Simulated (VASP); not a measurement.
# CoSn3 (Pm-3m) in VASP: a series of runs

The runs below take CoSn3 through single point, with r2SCAN.

All numbers are computed with VASP 6.6.1; they aren't measurements. Logs are shortened: lines on timing, memory, paths and dates and some standing lists are left out, and cuts for length are marked.

## 1. The cell of the first run

Symmetry: Pm-3m, No. 221, cubic system. Conventional cell: a = 4.494 Å, b = 4.494 Å, c = 4.494 Å, α = 90.00°, β = 90.00°, γ = 90.00°. Sn (site symmetry 4/mmm) has 8 Sn at 3.18 Å and 4 Co at 3.18 Å within 4.2 Å. Co (site symmetry m-3m) has 12 Sn at 3.18 Å within 4.2 Å.

## 2. Single point, r2SCAN, collinear spin, zero start

Input file POSCAR:

```
CoSn3
1.0
    4.4935678877      0.0000000000      0.0000000000
    0.0000000000      4.4935678877      0.0000000000
    0.0000000000      0.0000000000      4.4935678877
Sn Co
3 1
Direct
    0.0000000000      0.5000000000      0.5000000000
    0.5000000000      0.0000000000      0.5000000000
    0.5000000000      0.5000000000      0.0000000000
    0.0000000000      0.0000000000      0.0000000000
```

Input file INCAR.step1:

```
SYSTEM = CoSn3
  PREC = Accurate
  ENCUT = 660
  ISMEAR = 0
  SIGMA = 0.1
  LREAL = .FALSE.
  LASPH = .TRUE.
  NELM = 200
  ISPIN = 2
  MAGMOM = 0 0 0 0
  NUPDOWN = 0.0
  LMAXMIX = 4
  NBANDS = 38
  GGA = PE
  ALGO = Normal
  EDIFF = 1E-5
  LWAVE = .TRUE.
  LCHARG = .FALSE.
  GGA_COMPAT = .FALSE.
```

Input file INCAR.step2:

```
SYSTEM = CoSn3
  PREC = Accurate
  ENCUT = 660
  EDIFF = 1E-6
  ISMEAR = 0
  SIGMA = 0.1
  LREAL = .FALSE.
  LASPH = .TRUE.
  NELM = 200
  ALGO = Normal
  ISIF = 2
  LWAVE = .FALSE.
  LCHARG = .FALSE.
  ISPIN = 2
  MAGMOM = 0 0 0 0
  LORBIT = 11
  NUPDOWN = 0.0
  LMAXMIX = 4
  METAGGA = R2SCAN
  LMIXTAU = .TRUE.
  NBANDS = 38
  ISTART = 1
  GGA_COMPAT = .FALSE.
```

Input file KPOINTS:

```
regular mesh
0
G
  10 10 10
  0 0 0
```

Potentials or basis: VASP PAW PBE potentials, release 64 (Sn_d, Co).

The run is started by

```sh
> cat potpaw_PBE.64/Sn_d/POTCAR potpaw_PBE.64/Co/POTCAR > POTCAR
> cp INCAR.step1 INCAR
> mpirun -np 1 vasp_std > vasp.out
> cp INCAR.step2 INCAR
> mpirun -np 1 vasp_std > vasp.out
```

OUTCAR:

```text
SYSTEM = CoSn3
   PREC = Accurate
   ENCUT = 660
   EDIFF = 1E-6
   ISMEAR = 0
   LREAL = .FALSE.
   LASPH = .TRUE.
   NELM = 200
   ISIF = 2
   ISPIN = 2
   LORBIT = 11
   NUPDOWN = 0.0
   METAGGA = R2SCAN
   ISTART = 1

 ion  position               nearest neighbor table
   1  0.000  0.500  0.500-   2 3.18   3 3.18   4 3.18   3 3.18   4 3.18   2 3.18   4 3.18   4 3.18
                             2 3.18   3 3.18   3 3.18   2 3.18
   2  0.500  0.000  0.500-   1 3.18   3 3.18   4 3.18   3 3.18   4 3.18   1 3.18   3 3.18   3 3.18
                             1 3.18   4 3.18   4 3.18   1 3.18
   3  0.500  0.500  0.000-   1 3.18   2 3.18   4 3.18   1 3.18   2 3.18   2 3.18   4 3.18   2 3.18
                             1 3.18   4 3.18   1 3.18   4 3.18
   4  0.000  0.000  0.000-   1 3.18   2 3.18   3 3.18   1 3.18   2 3.18   1 3.18   3 3.18   1 3.18
                             2 3.18   3 3.18   2 3.18   3 3.18

  LATTYP: Found a simple cubic cell.
 ALAT       =     4.4935678877

  Lattice vectors:

 A1 = (   4.4935678877,   0.0000000000,   0.0000000000)
 A2 = (   0.0000000000,   4.4935678877,   0.0000000000)
 A3 = (   0.0000000000,   0.0000000000,   4.4935678877)

Analysis of symmetry for initial positions (statically):
=====================================================================
 Subroutine PRICEL returns:
 Original cell was already a primitive cell.

 Routine SETGRP: Setting up the symmetry group for a
 simple cubic supercell.

 Subroutine GETGRP returns: Found 48 space group operations
 (whereof 48 operations were pure point group operations)
 out of a pool of 48 trial point group operations.

The static configuration has the point symmetry O_h .

Analysis of symmetry for dynamics (positions and initial velocities):
=====================================================================
 Subroutine PRICEL returns:
 Original cell was already a primitive cell.

 Routine SETGRP: Setting up the symmetry group for a
 simple cubic supercell.

 Subroutine GETGRP returns: Found 48 space group operations
 (whereof 48 operations were pure point group operations)
 out of a pool of 48 trial point group operations.

The dynamic configuration has the point symmetry O_h .

Analysis of structural, dynamic, and magnetic symmetry:
=====================================================================
 Subroutine PRICEL returns:
 Original cell was already a primitive cell.

 Routine SETGRP: Setting up the symmetry group for a
 simple cubic supercell.

 Subroutine GETGRP returns: Found 48 space group operations
[... 136 lines left out ...]
   LEPSILON=     F    determine dielectric tensor
   LRPA    =     F    only Hartree local field effects (RPA)
 spin polarized calculation
 Gauss-broadening in eV      SIGMA  =   0.10
  energy-cutoff  :      660.00
  volume of cell :       90.73
 maximum number of plane-waves:      3532
 NGX is ok and might be reduce to    40
   NGX = 19   NGY = 19   NGZ = 19

 number of electron      51.0000014 magnetization      -0.0000000

 number of electron      51.0000014 magnetization       0.0000000

 Free energy of the ion-electron system (eV)
  ---------------------------------------------------
  ext. energy  EPLUGINS =         0.00000000
  ---------------------------------------------------
  free energy    TOTEN  =       -84.61271524 eV

  energy without entropy =      -84.58995720  energy(sigma->0) =      -84.60133622

 E-fermi :   8.5045     XC(G=0): -11.7825

 val. band max:        8.5033870995   @ k =   0.2000   0.1000   0.0000
 cond. band min:       8.5050136310   @ k =   0.5000   0.4000   0.0000
 fundamental gap:      0.0016265315
 Fermi energy:         8.5044250120

 spin component 1

 k-point     1 :       0.0000    0.0000    0.0000
  band No.  band energies     occupation
      1     -13.9422      1.00000
      2     -13.9422      1.00000
      3     -13.9422      1.00000
      4     -13.9262      1.00000
      5     -13.7601      1.00000
      6     -13.7601      1.00000
[... 949 lines left out ...]
     36      18.1086      0.00000
     37      18.9427      0.00000

 [... further k-points ...]

 spin component 2

 k-point     1 :       0.0000    0.0000    0.0000
  band No.  band energies     occupation
      1     -13.9422      1.00000
      2     -13.9422      1.00000
      3     -13.9422      1.00000
      4     -13.9262      1.00000
      5     -13.7601      1.00000
      6     -13.7601      1.00000
[... 949 lines left out ...]
     36      18.1086      0.00000
     37      18.9427      0.00000

 [... further k-points ...]

 [bands above 37 left out]

------------------------ aborting loop because EDIFF is reached ----------------------------------------

  FORCE on cell =-STRESS in cart. coord.  units (eV):
  Direction    XX          YY          ZZ          XY          YZ          ZX
  --------------------------------------------------------------------------------------
  -------------------------------------------------------------------------------------
  Total       -2.0984427     -2.0984427     -2.0984427      0.0000000      0.0000000      0.0000000
  in kB      -37.0538865    -37.0538865    -37.0538865      0.0000000      0.0000000      0.0000000
  external PRESSURE =     -37.0538865 kB  Pullay stress =       0.0000000 kB

 VOLUME and BASIS-vectors are now :
 -----------------------------------------------------------------------------
  energy-cutoff  :      660.00
  volume of cell :       90.73
      direct lattice vectors                 reciprocal lattice vectors
     4.493567888  0.000000000  0.000000000     0.222540312  0.000000000  0.000000000
     0.000000000  4.493567888  0.000000000     0.000000000  0.222540312  0.000000000
     0.000000000  0.000000000  4.493567888     0.000000000  0.000000000  0.222540312

 POSITION                                       TOTAL-FORCE (eV/Angst)
 -----------------------------------------------------------------------------------
      0.00000      2.24678      2.24678         0.000000      0.000000      0.000000
      2.24678      0.00000      2.24678         0.000000      0.000000      0.000000
      2.24678      2.24678      0.00000         0.000000      0.000000      0.000000
      0.00000      0.00000      0.00000         0.000000      0.000000      0.000000
 -----------------------------------------------------------------------------------
    total drift:                               -0.000000     -0.000000     -0.000000

  FREE ENERGIE OF THE ION-ELECTRON SYSTEM (eV)
  ---------------------------------------------------
  free  energy   TOTEN  =       -84.6127152395 eV

  energy  without entropy=      -84.5899572015  energy(sigma->0) =      -84.60133622

 total charge

# of ion       s       p       d       tot
------------------------------------------
    1        1.224   1.001   9.996  12.221
    2        1.224   1.001   9.996  12.221
    3        1.224   1.001   9.996  12.221
    4        0.303   0.167   7.422   7.892
--------------------------------------------------
tot          3.976   3.170  37.409  44.556

 magnetization (x)

# of ion       s       p       d       tot
------------------------------------------
    1       -0.000  -0.000  -0.000  -0.000
    2       -0.000  -0.000  -0.000  -0.000
    3       -0.000  -0.000  -0.000  -0.000
    4       -0.000  -0.000   0.000   0.000
--------------------------------------------------
tot         -0.000  -0.000   0.000   0.000
```

OSZICAR.step1:

```text
N       E                     dE             d eps       ncg     rms          rms(c)
DAV:   1     0.538804702443E+03    0.53880E+03   -0.27045E+04  8848   0.240E+03
DAV:   2     0.633111599797E+02   -0.47549E+03   -0.45765E+03  8512   0.596E+02
DAV:   3    -0.132746487007E+02   -0.76586E+02   -0.74472E+02  9260   0.192E+02
DAV:   4    -0.172263627490E+02   -0.39517E+01   -0.39268E+01  9854   0.457E+01
DAV:   5    -0.173611178073E+02   -0.13476E+00   -0.13473E+00 12044   0.790E+00    0.986E+00
DAV:   6    -0.276601403210E+02   -0.10299E+02   -0.25484E+01  9866   0.445E+01    0.273E+01
DAV:   7    -0.172199720561E+02    0.10440E+02   -0.10244E+01  9666   0.374E+01    0.793E+00
DAV:   8    -0.166936880438E+02    0.52628E+00   -0.17212E+00 10526   0.825E+00    0.162E+00
DAV:   9    -0.166908618586E+02    0.28262E-02   -0.19365E-01  9556   0.283E+00    0.533E-01
DAV:  10    -0.166887891227E+02    0.20727E-02   -0.16243E-02  9868   0.120E+00    0.175E-01
DAV:  11    -0.166886343439E+02    0.15478E-03   -0.16531E-03 11992   0.359E-01    0.162E-01
DAV:  12    -0.166885209721E+02    0.11337E-03   -0.19499E-04  8950   0.127E-01    0.371E-02
DAV:  13    -0.166885132769E+02    0.76952E-05   -0.35374E-05  8312   0.392E-02
   1 F= -.16688513E+02 E0= -.16677124E+02  d E =-.227795E-01  mag=     0.0000
```

It took 40 min on 1 thread of Intel Xeon 8259CL, shared host; peak memory 0.59 GiB.

Results:

* Free energy: -84.6127 eV
* Pressure: -3.7 GPa
* Net moment: 0.00 μB per cell
* Valence electrons inside the program's atomic spheres: Sn 12.22; Co 7.89

Caveat: the cell stands under tension; the PAW data sets were made with another functional, which shifts forces and pressure a little; spin-orbit coupling is left out, which moves the levels of the heavy elements; the total moment is fixed, so each spin has its own Fermi level.

## 3. Single point, r2SCAN

This run uses another cell than the first one, of 21.36 Å³/atom.

Input file POSCAR:

```
CoSn3
1.0
    4.4046136572      0.0000000000      0.0000000000
    0.0000000000      4.4046136572      0.0000000000
    0.0000000000      0.0000000000      4.4046136572
Sn Co
3 1
Direct
    0.0000000000      0.5000000000      0.5000000000
    0.5000000000      0.0000000000      0.5000000000
    0.5000000000      0.5000000000      0.0000000000
    0.0000000000      0.0000000000      0.0000000000
```

Input file INCAR.step1:

```
  PREC = Accurate
  ENCUT = 520
  ISMEAR = 0
  SIGMA = 0.1
  LREAL = False
  LASPH = True
  NELM = 80
  NBANDS = 34
  GGA = PE
  ALGO = Normal
  EDIFF = 1E-4
  LWAVE = True
  LCHARG = False
```

Input file INCAR.step2:

```
  PREC = Accurate
  ENCUT = 520
  EDIFF = 1E-6
  ISMEAR = 0
  SIGMA = 0.1
  LREAL = False
  LASPH = True
  NELM = 80
  ALGO = Normal
  ISIF = 2
  LWAVE = False
  LCHARG = False
  METAGGA = R2SCAN
  LMIXTAU = True
  NBANDS = 34
  ISTART = 1
```

Input file KPOINTS:

```
Automatic mesh
0
Gamma
  10 10 10
```

Potentials or basis: VASP PAW PBE potentials, release 64 (Sn_d, Co).

The run is started by

```sh
> cat potpaw_PBE.64/Sn_d/POTCAR potpaw_PBE.64/Co/POTCAR > POTCAR
> cp INCAR.step1 INCAR
> mpirun -np 1 vasp_std > vasp.out
> cp INCAR.step2 INCAR
> mpirun -np 1 vasp_std > vasp.out
```

Wall time 7.2 min (1 thread of Intel Xeon Platinum 8259CL at 2.50GHz (Skylake/Cascade Lake), shared host); peak memory 0.3 GiB.

Results (log left out):

| Item | Value |
| --- | --- |
| Free energy | -84.6697 eV |
| Pressure | 0.0 GPa |
| Band gap on the k mesh | zero (an odd number of electrons rules out a gap without spin polarisation) |

Levels at points of the mesh, in eV from the Fermi level:
```csv
k point,band 22,band 23,band 24,band 25,band 26,band 27,band 28,band 29
"(0.00, 0.00, 0.00)",-0.68,-0.68,-0.68,-0.17,-0.17,0.36,3.32,3.32
"(0.50, 0.00, 0.00)",-0.79,-0.66,-0.41,-0.41,0.25,0.25,0.60,0.83
"(0.50, 0.50, 0.00)",-0.78,-0.66,-0.63,0.10,0.53,1.47,1.47,2.04
"(0.50, 0.50, 0.50)",-4.55,-0.99,-0.57,-0.57,-0.14,-0.14,-0.14,8.00
```

Caveat: the PAW data sets were made with another functional, which shifts forces and pressure a little; spin-orbit coupling is left out, which moves the levels of the heavy elements; the run has no spin polarisation, though such a crystal can be magnetic. Spin polarisation is off, so any magnetic state and its effect on volume and gap are missing.

(Part 1 of 3 ends here.)
